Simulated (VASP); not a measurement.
Input of a VASP 6.6.1 run:

INCAR

```
PREC = Accurate
ENCUT = 600
EDIFF = 1E-6
ISMEAR = -1
SIGMA = 0.05
LREAL = F
LASPH = T
NELM = 100
ALGO = Normal
ISIF = 3
LWAVE = F
LCHARG = F
GGA = PE
IBRION = 2
NSW = 32
EDIFFG = -0.005
PSTRESS = 44.0
```

Contents of KPOINTS:

```
Automatic mesh
0
Gamma
  13 13 13
```

Contents of POSCAR:

```
La
1.0
   -2.9446184071      2.9446184071      1.7934138828
    2.9446184071     -2.9446184071      1.7934138828
    2.9446184071      2.9446184071     -1.7934138828
La
2
Direct
   -0.3750000000     -0.1250000000     -0.2500000000
    0.3750000000      0.1250000000      0.2500000000
```

Potentials or basis: VASP PAW PBE potentials, release 64 (La).

The run is started by

```console
$ cat potpaw_PBE.64/La/POTCAR > POTCAR
$ mpirun -np 1 vasp_std > vasp.out
```

Question: What does it give for the relaxed cell?

Answer: a = 4.535 Å, b = 4.535 Å, c = 4.535 Å, α = 99.01°, β = 99.01°, γ = 133.37°.

Question: Estimate the band gap on the k mesh.

Answer: Zero (bands 11 and 12 overlap by 1.63 eV).

Question: What does it give for the relaxed volume?

Answer: 31.13 Å³/atom.

Question: Estimate the space group after relaxing (to 0.1 Å).

Answer: I4_1/amd (No. 141).

Step by step:
| step | energy change (eV) | largest force (eV/Å) | pressure (GPa) | volume (Å³) |
| --- | --- | --- | --- | --- |
| 1 | 0.0000 | 0.0000 | 4.43 | 62.20 |
| 2 | -0.0014 | 0.0000 | 4.39 | 62.25 |

Caveat: the cell is relaxed towards a set pressure, so the run minimises the enthalpy, not the energy; spin-orbit coupling is left out, which moves the levels of the heavy elements.
